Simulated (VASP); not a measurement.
SiC:

```
CELL_PARAMETERS angstrom
3.07600 0.00000 0.00000
-1.53800 2.66389 0.00000
0.00000 0.00000 5.04800
ATOMIC_POSITIONS crystal
Si 0.33333 0.66667 0.00000
Si 0.66667 0.33333 0.50000
C 0.33333 0.66667 0.38500
C 0.66667 0.33333 0.88500
```

* Program: VASP 6.6.1
* Task: relaxation of cell and atoms
* Functional: PBE
* Potentials or basis: VASP PAW PBE potentials, release 64 (Si, C)
* Cutoff: 600 eV
* k mesh: 6 × 6 × 4
* Occupations: gaussian, width 0.1 eV
* Spin: no spin polarisation

At the start: pressure 3.5 GPa; volume 10.34 Å³/atom.

**Question.** How do energy, volume and symmetry change on relaxing?

**Answer.** Over 4 steps the energy falls by 10.4 meV/atom and the volume is 10.49 Å³/atom (+1.5 %); space group P6_3mc (No. 186, to 0.05 Å).

Step by step:
```tsv
step	energy change (eV)	largest force (eV/Å)	pressure (GPa)	volume (Å³)
1	0.0000	0.7450	3.50	41.36
2	-0.0027	0.6235	-3.41	42.73
3	-0.0386	0.0837	-0.43	42.06
4	-0.0415	0.0247	0.06	41.97
```

Final structure:
```
Si C
1.0
     3.09045    0.00000    0.00000
    -1.54522    2.67640    0.00000
     0.00000    0.00000    5.07364
Si C
2 2
Direct
  0.33333 0.66667 0.00470
  0.66667 0.33333 0.50470
  0.33333 0.66667 0.38030
  0.66667 0.33333 0.88030
```
